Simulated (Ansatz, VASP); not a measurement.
TiAl in VASP and in Ansatz

INCAR

```
SYSTEM = TiAl
  ALGO = Fast
  EDIFF = 1E-7
  ENCUT = 520
  GGA = PS
  ISIF = 2
  ISMEAR = 0
  LASPH = .True.
  LCHARG = .True.
  LELF = .True.
  LREAL = .False.
  LVHAR = .True.
  LWAVE = .False.
  NBANDS = 14
  NELM = 60
  PREC = Accurate
  SIGMA = 0.15
```

File KPOINTS:

```
k-points
0
Gamma
  21 21 12
  0 0 0
```

The input POSCAR:

```
TiAl
1.0
    2.8475477342      0.0000000000      0.0000000000
   -1.4237738671      2.4660486763      0.0000000000
    0.0000000000      0.0000000000      4.6191923826
Ti Al
1 1
Direct
    0.0000000000      0.0000000000      0.0000000000
    0.3333333333      0.6666666667      0.5000000000
```

Input for Ansatz:

```yaml
crystal:
  lattice:
    - [2.8475477342, 0.0, 0.0]
    - [-1.4237738671, 2.4660486763, 0.0]
    - [0.0, 0.0, 4.6191923826]
  atoms:
    - { symbol: Ti, position: [0.0, 0.0, 0.0] }
    - { symbol: Al, position: [0.3333333333, 0.6666666667, 0.5] }
basis:
  ecutwfc: 520.0
kpoints:
  mp_grid: { grid: [21, 21, 12] }
hamiltonian:
  xc: pbesol
  pseudopotentials: { kind: paw, azcp: { folder: soft_1 } }
scf:
  occupations: { method: gaussian, width: 0.15 }
output:
  forces: true
  stress: true
  eigenvalues: true
  write_density: true
  write_potential: true
  elf: true
  volumetric_format: npy
```

Alike in both runs: task single point; functional PBEsol; k mesh 21 × 21 × 12; occupations gaussian, width 0.15 eV; no spin polarisation.

```csv
,VASP,Ansatz
version,VASP 6.6.1,Ansatz 0.2.0
potentials or method,"VASP PAW PBE potentials, release 64 (Ti_sv, Al), cutoff 520 eV","scalar-relativistic, plane waves, PAW"
valence electrons in the cell,15,15
```

|  | VASP | Ansatz | Ansatz less VASP |
| --- | --- | --- | --- |
| gap on the k mesh at the Fermi level (eV) | none | none | - |
| pressure (GPa) | 0.1 | 0.0 | -0.02 |
| traceless stress, the component that is largest in VASP (GPa) | -0.04 | -0.12 | -0.082 |

VASP's potentials were made for PBE, not for PBEsol, and Ansatz warns of the same on its side. A gap of «none» marks a metal or a gap that the smearing closes.
